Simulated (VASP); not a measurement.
# CuO (C2/c) in VASP: notebook

CuO is run at these levels: PBE; tasks: single point.

Everything below comes from runs of VASP 6.6.1. Logs are shortened: lines on timing, memory, paths and dates and some standing lists are left out, and cuts for length are marked.

## 1. The cell of the first run

The typed cell holds 4 atoms: a = 3.096 Å, b = 3.096 Å, c = 5.409 Å, α = 90.01°, β = 90.01°, γ = 89.85°.

## 2. Single point, PBE (strain +0.050 along x and y, +0.050 along z)

File INCAR:

```
PREC = Accurate
ENCUT = 520
EDIFF = 1E-6
ISMEAR = 0
SIGMA = 0.15
LREAL = False
LASPH = True
NELM = 80
ALGO = Normal
ISIF = 2
LWAVE = False
LCHARG = False
GGA = PE
NBANDS = 25
```

File KPOINTS:

```
Automatic mesh
0
Gamma
  16 16 10
```

File POSCAR:

```
CuO
1.0
    2.1854908135     -2.1865399283      0.1711135631
    2.1854908135      2.1865399283      0.1711135631
   -0.4237088622      0.0000000000      5.3920375990
Cu O
2 2
Direct
    0.0000000000      0.5000000000      0.0000000000
    0.5000000000      0.0000000000      0.5000000000
    0.5000828497      0.4999171503      0.2500000000
    0.4999171503      0.5000828497      0.7500000000
```

Potentials or basis: VASP PAW PBE potentials, release 64 (Cu, O).

Started as:

```bash
> cat potpaw_PBE.64/Cu/POTCAR potpaw_PBE.64/O/POTCAR > POTCAR
> mpirun -np 1 vasp_std > vasp.out
```

OUTCAR:

```text
PREC = Accurate
   ENCUT = 520
   EDIFF = 1E-6
   ISMEAR = 0
   LREAL = False
   LASPH = True
   NELM = 80
   ISIF = 2
   GGA = PE

 ion  position               nearest neighbor table
   1  0.000  0.500  0.000-   3 2.06   4 2.06   4 2.06   3 2.06
   2  0.500  0.000  0.500-   4 2.06   3 2.06   4 2.06   3 2.06
   3  0.500  0.500  0.250-   2 2.06   1 2.06   2 2.06   1 2.06
   4  0.500  0.500  0.750-   1 2.06   2 2.06   2 2.06   1 2.06

  LATTYP: Found a base centered monoclinic cell.
 ALAT       =     4.3843585380
 B/A-ratio  =     0.9974275185
 C/A-ratio  =     1.2336262085
 COS(beta)  =    -0.0002834722

  Lattice vectors:

 A1 = (   2.1854908135,  -2.1865399283,   0.1711135631)
 A2 = (   2.1854908135,   2.1865399283,   0.1711135631)
 A3 = (  -0.4237088622,   0.0000000000,   5.3920375990)

Analysis of symmetry for initial positions (statically):
=====================================================================
 Subroutine PRICEL returns:
 Original cell was already a primitive cell.

 Routine SETGRP: Setting up the symmetry group for a
 base centered monoclinic supercell.

 Subroutine GETGRP returns: Found  4 space group operations
 (whereof  2 operations were pure point group operations)
 out of a pool of  4 trial point group operations.

The static configuration has the point symmetry S_2 .
 The point group associated with its full space group is C_2h.

Analysis of symmetry for dynamics (positions and initial velocities):
=====================================================================
 Subroutine PRICEL returns:
 Original cell was already a primitive cell.

 Routine SETGRP: Setting up the symmetry group for a
 base centered monoclinic supercell.

 Subroutine GETGRP returns: Found  4 space group operations
 (whereof  2 operations were pure point group operations)
 out of a pool of  4 trial point group operations.

The dynamic configuration has the point symmetry S_2 .
 The point group associated with its full space group is C_2h.

 Subroutine INISYM returns: Found  4 space group operations
 (whereof  2 operations are pure point group operations),
 and found     1 'primitive' translations

----------------------------------------------------------------------------------------

                                     Primitive cell

  volume of cell :      51.8505

  direct lattice vectors                    reciprocal lattice vectors
     2.185490813 -2.186539928  0.171113563     0.227382595 -0.228671790  0.017867832
     2.185490813  2.186539928  0.171113563     0.227382595  0.228671790  0.017867832
    -0.423708862  0.000000000  5.392037599    -0.014431741  0.000000000  0.184324594

  length of vectors
     3.096224605  3.096224605  5.408659600     0.322975063  0.322975063  0.184888700

  position of ions in fractional coordinates (direct lattice)
     1.000000000  0.500000000  0.000000000
     0.500000000  1.000000000  0.500000000
     0.500082850  0.499917150  0.250000000
     0.499917150  0.500082850  0.750000000

  ion indices of the primitive-cell ions
   primitive index   ion index
                 1           1
                 2           2
                 3           3
                 4           4

----------------------------------------------------------------------------------------

 KPOINTS: Automatic mesh

Automatic generation of k-mesh.
 Grid dimensions read from file:
 generate k-points for:   16   16   10

 Generating k-lattice:

  Cartesian coordinates                     Fractional coordinates (reciprocal lattice)
     0.014211412 -0.014291987  0.001116739     0.062500000 -0.000000000  0.000000000
     0.014211412  0.014291987  0.001116739    -0.000000000  0.062500000  0.000000000
    -0.001443174  0.000000000  0.018432459    -0.000000000 -0.000000000  0.100000000

  Length of vectors
     0.020185941  0.020185941  0.018488870

  Shift w.r.t. Gamma in fractional coordinates (k-lattice)
     0.000000000  0.000000000  0.000000000

 Subroutine IBZKPT returns following result:
 ===========================================

 Found    690 irreducible k-points:

 Following reciprocal coordinates:
            Coordinates               Weight
  0.000000  0.000000  0.000000      1.000000
  0.062500  0.000000 -0.000000      4.000000
  0.125000  0.000000 -0.000000      4.000000
  0.187500  0.000000  0.000000      4.000000
  0.250000  0.000000 -0.000000      4.000000
  0.312500  0.000000 -0.000000      4.000000
[... 16 lines left out ...]
 -0.125000  0.062500  0.000000      4.000000
 -0.062500  0.062500  0.000000      2.000000
 [... further k-points ...]
   k-points           NKPTS =    690   k-points in BZ     NKDIM =    690   number of bands    NBANDS=     25
   number of dos      NEDOS =    301   number of ions     NIONS =      4
   total plane-waves  NPLWV =  23040
   dimension x,y,z NGX =    24 NGY =   24 NGZ =   40
   dimension x,y,z NGXF=    48 NGYF=   48 NGZF=   80
   ions per type =               2   2
   NGX,Y,Z   is equivalent  to a cutoff of  12.89, 12.89, 12.29 a.u.
   NGXF,Y,Z  is equivalent  to a cutoff of  25.77, 25.77, 24.59 a.u.
 SYSTEM =  unknown system
   PREC   = accura    normal or accurate (medium, high low for compatibility)
   ISTART =      0    job   : 0-new  1-cont  2-samecut
   ICHARG =      2    charge: 1-file 2-atom 10-const
   ISPIN  =      1    spin polarized calculation?
   LNONCOLLINEAR =      F non collinear calculations
   LSORBIT =      F    spin-orbit coupling
   LASPH  =      T    aspherical Exc in radial PAW
   ENCUT  =  520.0 eV  38.22 Ry    6.18 a.u.   5.76  5.76 10.06*2*pi/ulx,y,z
   NELM   =     80;   NELMIN=  2; NELMDL= -5     # of ELM steps
   EDIFF  = 0.1E-05   stopping-criterion for ELM
   LREAL  =      F    real-space projection
   EDIFFG = 0.1E-04   stopping-criterion for IOM
   NSW    =      0    number of steps for IOM
   IBRION =     -1    ionic relax: 0-MD 1-quasi-New 2-CG
   NFREE  =      0    steps in history (QN), initial steepest desc. (CG)
   ISIF   =      2    stress and relaxation
   ISYM   =      2    0-nonsym 1-usesym 2-fastsym
   POTIM  = 0.5000    time-step for ionic-motion
   TEBEG  =    0.0;   TEEND  =   0.0 temperature during run
   PSTRESS=    0.0 pullay stress
   NELECT =      34.0000    total number of electrons
   NUPDOWN=      -1.0000    fix difference up-down
   EMIN   =  10.00;   EMAX   =-10.00  energy-range for DOS
   EFERMI =   0.00;   METHOD = LEGACY
   ISMEAR =     0;   SIGMA  =   0.15  broadening in eV -4-tet -1-fermi 0-gaus
   EFERMI_NEDOS =   21; number of points for ismear=-14 and -15
   IALGO  =     38    algorithm
   IMIX   =      4    mixing-type and parameters
     AMIX     =   0.40;   BMIX     =  1.00
     AMIX_MAG =   1.60;   BMIX_MAG =  1.00
  volume/ion in A,a.u.               =      12.96        87.48
  Fermi-wavevector in a.u.,A,eV,Ry     =   1.422275  2.687709 27.522747  2.022865
  Thomas-Fermi vector in A             =   2.542996
   LORBIT       =      0    0 simple, 1 ext, 2 COOP (PROOUT), +10 PAW based schemes
   GGA     = PE    functional components
   LHFCALC =     F    Hartree Fock is set to
   AEXX    =    0.0000 exact exchange contribution
   IVDW    =     0    specifies the selected vdW correction
   LEPSILON=     F    determine dielectric tensor
   LRPA    =     F    only Hartree local field effects (RPA)
 non-spin polarized calculation
 Gauss-broadening in eV      SIGMA  =   0.15
  energy-cutoff  :      520.00
  volume of cell :       51.85
 maximum number of plane-waves:      1416
   NGX = 11   NGY = 11   NGZ = 21

 number of electron      33.9999978 magnetization

 Free energy of the ion-electron system (eV)
  ---------------------------------------------------
  ext. energy  EPLUGINS =         0.00000000
  ---------------------------------------------------
  free energy    TOTEN  =       -19.37856227 eV

  energy without entropy =      -19.35256225  energy(sigma->0) =      -19.36556226

 E-fermi :   3.0550     XC(G=0): -10.4678

 val. band max:        3.0451972713   @ k =   0.5000   0.0000   0.2000
 cond. band min:       3.0561349311   @ k =  -0.3750   0.1875   0.5000
 fundamental gap:      0.0109376598
 Fermi energy:         3.0550397099

 k-point     1 :       0.0000    0.0000    0.0000
  band No.  band energies     occupation
      1     -15.4593      2.00000
      2     -14.5135      2.00000
      3      -3.5970      2.00000
      4      -1.3461      2.00000
      5      -1.3416      2.00000
      6       0.1197      2.00000
[... 17 lines left out ...]
     24      16.5780      0.00000
     25      16.9953      0.00000

 k-point     2 :       0.0625    0.0000   -0.0000
  band No.  band energies     occupation
      1     -15.4448      2.00000
      2     -14.5084      2.00000
      3      -3.5662      2.00000
      4      -1.3575      2.00000
      5      -1.3354      2.00000
      6      -0.0925      2.00000
[... 17 lines left out ...]
     24      16.6245      0.00000
     25      17.0060      0.00000

 k-point     3 :       0.1250    0.0000   -0.0000
  band No.  band energies     occupation
      1     -15.4032      2.00000
      2     -14.4943      2.00000
      3      -3.4771      2.00000
      4      -1.3914      2.00000
      5      -1.3120      2.00000
      6      -0.5460      2.00000
[... 17 lines left out ...]
     24      16.7485      0.00000
     25      17.0078      0.00000

 k-point     4 :       0.1875    0.0000    0.0000
  band No.  band energies     occupation
      1     -15.3397      2.00000
      2     -14.4730      2.00000
      3      -3.3396      2.00000
      4      -1.4303      2.00000
      5      -1.2764      2.00000
      6      -1.0690      2.00000
[... 17 lines left out ...]
     24      16.8784      0.00000
     25      16.9231      0.00000
[... 477 lines left out ...]
 k-point    22 :      -0.1875    0.0625    0.0000
  band No.  band energies     occupation
      1     -15.3256      2.00000
      2     -14.4684      2.00000
      3      -3.3085      2.00000
      4      -1.4247      2.00000
      5      -1.2851      2.00000
      6      -1.0680      2.00000
[... 17 lines left out ...]
     24      16.1534      0.00000
     25      16.9703      0.00000

 k-point    23 :      -0.1250    0.0625    0.0000
  band No.  band energies     occupation
      1     -15.3888      2.00000
      2     -14.4895      2.00000
      3      -3.4462      2.00000
      4      -1.3874      2.00000
      5      -1.3205      2.00000
      6      -0.5578      2.00000
[... 17 lines left out ...]
     24      16.2541      0.00000
     25      17.0393      0.00000

 k-point    24 :      -0.0625    0.0625    0.0000
  band No.  band energies     occupation
      1     -15.4304      2.00000
      2     -14.5035      2.00000
      3      -3.5354      2.00000
      4      -1.3589      2.00000
      5      -1.3392      2.00000
      6      -0.1690      2.00000
[... 17 lines left out ...]
     24      16.7749      0.00000
     25      16.8348      0.00000

 [... further k-points ...]

------------------------ aborting loop because EDIFF is reached ----------------------------------------

  FORCE on cell =-STRESS in cart. coord.  units (eV):
  Direction    XX          YY          ZZ          XY          YZ          ZX
  --------------------------------------------------------------------------------------
  -------------------------------------------------------------------------------------
  Total       -4.3660287     -4.3289157     -6.2317845      0.0000000      0.0000000      0.1487283
  in kB     -134.9099737   -133.7631873   -192.5616972      0.0000000      0.0000000      4.5956943
  external PRESSURE =    -153.7449527 kB  Pullay stress =       0.0000000 kB

 VOLUME and BASIS-vectors are now :
 -----------------------------------------------------------------------------
  energy-cutoff  :      520.00
  volume of cell :       51.85
      direct lattice vectors                 reciprocal lattice vectors
     2.185490813 -2.186539928  0.171113563     0.227382595 -0.228671790  0.017867832
     2.185490813  2.186539928  0.171113563     0.227382595  0.228671790  0.017867832
    -0.423708862  0.000000000  5.392037599    -0.014431741  0.000000000  0.184324594

 POSITION                                       TOTAL-FORCE (eV/Angst)
 -----------------------------------------------------------------------------------
      1.09275      1.09327      0.08556         0.000000      0.000000      0.000000
      0.88089     -1.09327      2.78158         0.000000     -0.000000      0.000000
      2.07956     -0.00036      1.51912         0.000000      0.000810      0.000000
      1.86771      0.00036      4.21514        -0.000000     -0.000810     -0.000000
 -----------------------------------------------------------------------------------
    total drift:                                0.000000      0.000000     -0.000000

  FREE ENERGIE OF THE ION-ELECTRON SYSTEM (eV)
  ---------------------------------------------------
  free  energy   TOTEN  =       -19.3785622679 eV

  energy  without entropy=      -19.3525622531  energy(sigma->0) =      -19.36556226
```

Wall time 4.5 min (1 thread of Intel Xeon 6975P-C (Granite Rapids), shared host); peak memory 0.75 GiB.

Results:

```yaml
Free_energy: -19.3786 eV
Pressure: -15.4 GPa
Band_gap_on_the_k_mesh: zero (band 17 reaches 3.63 eV, above the bottom of band 18 at 2.54 eV)
```

Levels at points of the mesh, in eV from the Fermi level:
| k point | band 14 | band 15 | band 16 | band 17 | band 18 | band 19 | band 20 | band 21 |
| --- | --- | --- | --- | --- | --- | --- | --- | --- |
| (0.00, 0.00, 0.00) | -1.89 | -1.87 | -1.59 | 0.57 | 0.58 | 1.06 | 5.96 | 6.56 |
| (0.50, 0.00, 0.00) | -1.54 | -1.31 | -1.20 | 0.16 | 0.42 | 3.98 | 5.39 | 5.70 |
| (0.50, 0.50, 0.00) | -1.96 | -1.52 | -1.01 | -1.01 | 0.94 | 2.74 | 7.12 | 8.73 |
| (0.00, 0.00, 0.50) | -1.89 | -1.26 | -1.26 | 0.14 | 0.14 | 3.12 | 3.12 | 10.82 |
| (0.50, 0.00, 0.50) | -1.92 | -1.67 | -1.56 | -0.25 | 0.58 | 4.46 | 5.35 | 7.43 |
| (0.50, 0.50, 0.50) | -1.53 | -1.18 | -1.18 | -0.52 | -0.52 | 4.33 | 4.33 | 9.02 |

Caveat: the cell differs from its parent crystal (strain +0.050 along x and y, +0.050 along z); semilocal functionals often make such compounds metallic where correlation or magnetic order opens a gap, which also shifts bond lengths.

## 3. Single point, PBE (strain -0.050 along x and y, -0.050 along z)

File INCAR:

```
ALGO = Normal
EDIFF = 1E-7
ENCUT = 520
GGA = PE
ISIF = 2
ISMEAR = 0
LASPH = T
LCHARG = F
LREAL = F
LWAVE = F
NBANDS = 25
NELM = 60
PREC = Accurate
SIGMA = 0.15
```

File KPOINTS:

```
k-points
0
Gamma
  16 16 10
```

File POSCAR:

```
CuO
1.0
    1.9773488313     -1.9782980303      0.1548170333
    1.9773488313      1.9782980303      0.1548170333
   -0.3833556372      0.0000000000      4.8785102086
Cu O
2 2
Direct
    0.0000000000      0.5000000000      0.0000000000
    0.5000000000      0.0000000000      0.5000000000
    0.5000828497      0.4999171503      0.2500000000
    0.4999171503      0.5000828497      0.7500000000
```

Potentials or basis: VASP PAW PBE potentials, release 64 (Cu, O).

Started as:

```bash
> cat potpaw_PBE.64/Cu/POTCAR potpaw_PBE.64/O/POTCAR > POTCAR
> mpirun -np 1 vasp_std > vasp.out
```

It took 14 min on 1 thread of Oxide Virtual Turin-like, shared host; peak memory 0.57 GiB.

The run converged. Its results:

| Property | Result |
| --- | --- |
| Free energy | -19.1245 eV |
| Pressure | 34.5 GPa |
| Band gap on the k mesh | zero (band 17 reaches 7.66 eV, above the bottom of band 18 at 6.36 eV) |

Stress tensor (GPa, compression positive):
```
30.12  0.00 -1.05
 0.00 29.97  0.00
-1.05  0.00 43.33
```

Levels at points of the mesh, in eV from the Fermi level:
| k point | band 13 | band 14 | band 15 | band 16 | band 17 | band 18 | band 19 | band 20 | band 21 | band 22 |
| --- | --- | --- | --- | --- | --- | --- | --- | --- | --- | --- |
| (0.00, 0.00, 0.00) | -2.95 | -2.95 | -2.82 | -2.30 | 0.75 | 0.75 | 1.81 | 6.18 | 8.00 | 13.76 |
| (0.50, 0.00, 0.00) | -2.78 | -2.34 | -1.93 | -1.88 | 0.26 | 0.48 | 3.41 | 6.28 | 7.15 | 11.39 |
| (0.50, 0.50, 0.00) | -2.88 | -2.88 | -1.71 | -1.48 | -1.47 | 1.28 | 1.40 | 7.24 | 10.55 | 10.60 |
| (0.00, 0.00, 0.50) | -2.75 | -2.75 | -1.94 | -1.94 | 0.03 | 0.03 | 3.83 | 3.83 | 12.44 | 12.44 |
| (0.50, 0.00, 0.50) | -2.91 | -2.90 | -2.49 | -2.17 | -0.10 | 0.75 | 4.14 | 6.36 | 8.57 | 10.04 |
| (0.50, 0.50, 0.50) | -2.37 | -2.37 | -1.75 | -1.75 | -0.52 | -0.52 | 3.59 | 3.59 | 11.67 | 11.67 |

Caveat: the cell differs from its parent crystal (strain -0.050 along x and y, -0.050 along z); semilocal functionals often make such compounds metallic where correlation or magnetic order opens a gap, which also shifts bond lengths.

## 4. Single point, PBE (strain -0.050 along x and y, +0.000 along z)

File INCAR:

```
SYSTEM = CuO
PREC = Accurate
ENCUT = 520
EDIFF = 1E-6
ISMEAR = 0
SIGMA = 0.15
LREAL = .False.
LASPH = .True.
NELM = 80
ALGO = Normal
ISIF = 2
LWAVE = .False.
LCHARG = .False.
GGA = PE
NBANDS = 25
```

File KPOINTS:

```
regular mesh
0
Gamma
  16 16 10
  0 0 0
```

File POSCAR:

```
CuO
1.0
    1.9773488313     -1.9782980303      0.1629652982
    1.9773488313      1.9782980303      0.1629652982
   -0.3833556372      0.0000000000      5.1352739038
Cu O
2 2
Direct
    0.0000000000      0.5000000000      0.0000000000
    0.5000000000      0.0000000000      0.5000000000
    0.5000828497      0.4999171503      0.2500000000
    0.4999171503      0.5000828497      0.7500000000
```

Started as:

```bash
> cat potpaw_PBE.64/Cu/POTCAR potpaw_PBE.64/O/POTCAR > POTCAR
> mpirun -np 1 vasp_std > vasp.out
```

It took 14 min on 1 thread of Oxide Virtual Turin-like, shared host; peak memory 0.6 GiB.

The run converged. Its results:

```yaml
Free_energy: -19.5058 eV
Pressure: 17.8 GPa
Largest_force: 0.074 eV/Å
Band_gap_on_the_k_mesh: zero (band 17 reaches 6.74 eV, above the bottom of band 18 at 5.57 eV)
```

Forces on the atoms (eV/Å):
```
Cu   0.000  0.000  0.000
Cu   0.000  0.000  0.000
O    0.000  0.074  0.000
O    0.000 -0.074  0.000
```

Stress tensor (GPa, compression positive):
```
17.96  0.00 -0.67
 0.00 17.82  0.00
-0.67  0.00 17.66
```

Levels at points of the mesh, in eV from the Fermi level:
| k point | band 14 | band 15 | band 16 | band 17 | band 18 | band 19 | band 20 | band 21 |
| --- | --- | --- | --- | --- | --- | --- | --- | --- |
| (0.00, 0.00, 0.00) | -2.62 | -2.54 | -2.30 | 0.67 | 0.68 | 1.66 | 6.34 | 7.55 |
| (0.50, 0.00, 0.00) | -2.15 | -1.73 | -1.64 | 0.23 | 0.43 | 3.27 | 6.31 | 6.93 |
| (0.50, 0.50, 0.00) | -2.53 | -1.67 | -1.25 | -1.25 | 1.27 | 2.02 | 7.09 | 10.30 |
| (0.00, 0.00, 0.50) | -2.58 | -1.66 | -1.66 | 0.05 | 0.05 | 3.77 | 3.77 | 11.70 |
| (0.50, 0.00, 0.50) | -2.63 | -2.18 | -1.98 | -0.07 | 0.69 | 4.13 | 6.18 | 8.56 |
| (0.50, 0.50, 0.50) | -2.24 | -1.50 | -1.50 | -0.44 | -0.44 | 3.92 | 3.92 | 11.52 |

Caveat: the cell differs from its parent crystal (strain -0.050 along x and y, +0.000 along z); semilocal functionals often make such compounds metallic where correlation or magnetic order opens a gap, which also shifts bond lengths.

(Continued in part 2 of 2.)
